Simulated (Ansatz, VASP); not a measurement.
# NbFe3Sn: VASP beside Ansatz

```
Nb Fe Sn
1.0
     4.12859    0.00000    0.00000
     0.00000    4.12859    0.00000
     0.00000    0.00000    4.12859
Nb Fe Sn
1 3 1
Direct
  0.00000 0.00000 0.00000
  0.00000 0.50000 0.50000
  0.50000 0.00000 0.50000
  0.50000 0.50000 0.00000
  0.50000 0.50000 0.50000
```

Alike in both runs: task relaxation of cell and atoms; functional PBE; k mesh 4 × 4 × 4; occupations gaussian, width 0.1 eV; collinear spin.

|  | VASP | Ansatz |
| --- | --- | --- |
| version | VASP 6.6.1 | Ansatz 0.2.0 |
| potentials or method | VASP PAW PBE potentials, release 64 (Nb_sv, Fe, Sn_d), cutoff 600 eV | scalar-relativistic, plane waves, PAW |
| valence electrons in the cell | 51 | 75 |

```tsv
	VASP	Ansatz	Ansatz less VASP
gap on the k mesh at the Fermi level, each at its own relaxed structure (eV)	none	none	-
net moment per atom (μB)	0.99	1.00	+0.006
size of the moment on the site where the two differ most (μB)	1.77	2.08	+0.309
relaxed volume (Å³/atom)	20.22	20.22	+0.006
relaxed length of the cell vector where the two differ most in proportion (Å)	4.658	4.659	+0.0005
```

Site moments also hang on the region over which each program counts them. A gap of «none» marks a metal or a gap that the smearing closes. VASP's potentials hold 51 valence electrons a cell and Ansatz's 75, so a difference there can come from the potentials and not from the codes.

The k mesh is coarse, so the values compare programs but aren't converged. Noted on VASP's run: the volume moved by over 15 % at a fixed basis, so the end points are rough; too few bands were computed for a metal, which touches its energy and stress.
